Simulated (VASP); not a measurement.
Write the native input for VASP 6.6.1 that does the following.

```yaml
Task: dielectric tensor
Functional: PBEsol
Potentials_or_basis: VASP PAW PBE potentials, release 64 (Mg, O)
Cutoff: 520 eV
k_mesh: 12 × 12 × 2
Occupations: gaussian, width 0.01 eV
Spin: no spin polarisation
Dipole_correction: no
Further_INCAR_settings: ALGO = Normal; EDIFF = 1e-08
```

The structure of MgO lies in POSCAR:

```
MgO
1.0
    3.2505941900      0.0000000000      0.0000000000
   -1.6252970900      2.8150971500      0.0000000000
    0.0000000000      0.0000000000     10.3863377300
Mg O
4 4
Direct
    0.3333333333      0.6666666667      0.9696623800
    0.0000000000      0.0000000000      0.2210023100
    0.0000000000      0.0000000000      0.7210023100
    0.6666666667      0.3333333333      0.4696623800
    0.3333333333      0.6666666667      0.7798401500
    0.0000000000      0.0000000000      0.5294933400
    0.0000000000      0.0000000000      0.0294933400
    0.6666666667      0.3333333333      0.2798401500
```

One way to write it, as run:

INCAR

```
  PREC = Accurate
  ENCUT = 520
  EDIFF = 1E-8
  ISMEAR = 0
  SIGMA = 0.01
  LREAL = F
  LASPH = T
  NELM = 80
  ALGO = Normal
  ISIF = 2
  LWAVE = F
  LCHARG = F
  GGA = PS
  LEPSILON = T
```

KPOINTS

```
Automatic mesh
0
Gamma
  12 12 2
```

Potentials or basis: VASP PAW PBE potentials, release 64 (Mg, O).

The run is started by

```sh
$ cat potpaw_PBE.64/Mg/POTCAR potpaw_PBE.64/O/POTCAR > POTCAR
$ mpirun -np 1 vasp_std > vasp.out
```

It gave:

```
Band gap on the k mesh                  : 3.49 eV
Electronic dielectric tensor (diagonal) : 3.02, 3.02, 3.07
Born charges (mean of the diagonal)     : Mg +1.82, +1.83 (each value once); O -1.82 e
```

Run time: 19 min on 1 thread of Intel Xeon 8259CL, on a shared host, peak memory 0.51 GiB.
